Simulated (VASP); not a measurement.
Set up this calculation in VASP 6.6.1, as the native input.

- Task: single point
- Functional: PBE
- Potentials or basis: VASP PAW PBE potentials, release 64 (La, O)
- Cutoff: 520 eV
- k mesh: 6 × 6 × 4
- Occupations: gaussian, width 0.1 eV
- Spin: no spin polarisation
- Dipole correction: no
- Further INCAR settings: ALGO = Normal; EDIFF = 1e-07; NBANDS = 30

The structure of La3O2 lies in POSCAR:

```
La3O2
1.0
    3.6807613377      0.0000000000      0.0000000000
   -1.8403806689      3.1876328237      0.0000000000
    0.0000000000      0.0000000000      9.4842948645
La O
3 2
Direct
    0.3333333333      0.6666666667      0.6873337176
    0.6666666667      0.3333333333      0.3126662824
    0.0000000000      0.0000000000      0.0000000000
    0.3333333333      0.6666666667      0.1466211864
    0.6666666667      0.3333333333      0.8533788136
```

The cell was built from a structure type or drawn by symmetry, and may not be a known phase.

One way to write it, as run:

INCAR

```
SYSTEM = La3O2
PREC     = Accurate       ! precision mode
ENCUT    = 520            ! plane-wave cutoff, eV
EDIFF    = 1E-7           ! SCF threshold, eV
ISMEAR   = 0              ! smearing method
SIGMA    = 0.1            ! smearing width, eV
LREAL    = .FALSE.        ! projectors in reciprocal space
LASPH    = .TRUE.         ! aspherical terms in the spheres
NELM     = 60             ! most SCF steps
ALGO     = Normal         ! electronic algorithm
ISIF     = 2              ! what is computed and relaxed
LWAVE    = .FALSE.        ! write WAVECAR
LCHARG   = .TRUE.         ! write CHGCAR
GGA      = PE             ! functional
LELF     = .TRUE.         ! ELF
LVHAR    = .TRUE.       
NBANDS   = 30             ! bands
```

KPOINTS

```
Automatic mesh
0
G
  6 6 4
  0 0 0
```

Potentials or basis: VASP PAW PBE potentials, release 64 (La, O).

The run is started by

```bash
$ cat potpaw_PBE.64/La/POTCAR potpaw_PBE.64/O/POTCAR > POTCAR
$ mpirun -np 1 vasp_std > vasp.out
```

Results of the run:

| Item | Value |
| --- | --- |
| Pressure | 0.0 GPa |
| Largest force | 0.019 eV/Å |
| Band gap on the k mesh | zero (an odd number of electrons rules out a gap without spin polarisation) |

Caveat: spin-orbit coupling is left out, which moves the levels of the heavy elements; an odd number of electrons without spin polarisation forces a metal; a magnetic or distorted state may lie lower.

It took 4.5 min on 1 thread of Intel Xeon 8259CL, with other jobs on the host, peak memory 0.27 GiB.
